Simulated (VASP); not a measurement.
A run of VASP 6.6.1:

INCAR

```
  PREC = Accurate
  ENCUT = 520
  EDIFF = 1E-7
  ISMEAR = -1
  SIGMA = 0.3447
  LREAL = F
  LASPH = T
  NELM = 100
  ALGO = Normal
  ISIF = 2
  LWAVE = F
  LCHARG = T
  GGA = PE
  LELF = T
  LVHAR = T
  ISYM = 0
  NBANDS = 61
```

The input KPOINTS:

```
Automatic mesh
0
Gamma
  1 1 1
  0.25 0.25 0.25
```

Contents of POSCAR:

```
Al3Ga4N7
1.0
    5.4234100000     -0.0218160000     -0.1020990000
   -0.0218160000      5.6737360000      0.1832450000
   -0.1020990000      0.1832450000      5.4998890000
Al N Ga
3 7 4
Direct
    0.5043507446      0.6266852488      0.4462346001
    0.3490926915     -0.0207713273     -0.0310194885
    1.0116436187      0.3996537263      0.4587534866
    0.3387879558      0.3087093250      0.5659133250
    0.8565725942      0.3530545211      0.1537932365
    0.4158319042      0.8058874201      0.7312086083
   -0.0147405305      0.1497351987      0.7084637126
    0.6667457528     -0.1657918926      0.2343264764
    0.1861196746      0.8071092026      0.2203489756
    0.8659490554      0.6199348283      0.6269529394
    0.8475319299      0.9481705990      0.5229615800
   -0.1234353796      0.0688567039      0.9998055823
    0.1122971970      0.6135319755     -0.0704225550
    0.5996556202      0.4953107386      0.9151175638
```

Potentials or basis: VASP PAW PBE potentials, release 64 (Al, N, Ga_d).

Command:

```bash
$ cat potpaw_PBE.64/Al/POTCAR potpaw_PBE.64/N/POTCAR potpaw_PBE.64/Ga_d/POTCAR > POTCAR
$ mpirun -np 1 vasp_std > vasp.out
```

Hardware: 1 thread of Intel(R) Xeon(R) Platinum 8488C (Sapphire Rapids) (shared host).

Question: Estimate the wall time of this run.

Answer: Run time: 22 s on 1 thread of Intel(R) Xeon(R) Platinum 8488C (Sapphire Rapids), with other jobs on the host, peak memory 0.24 GiB. Counts: scf iterations 19, k points 1.
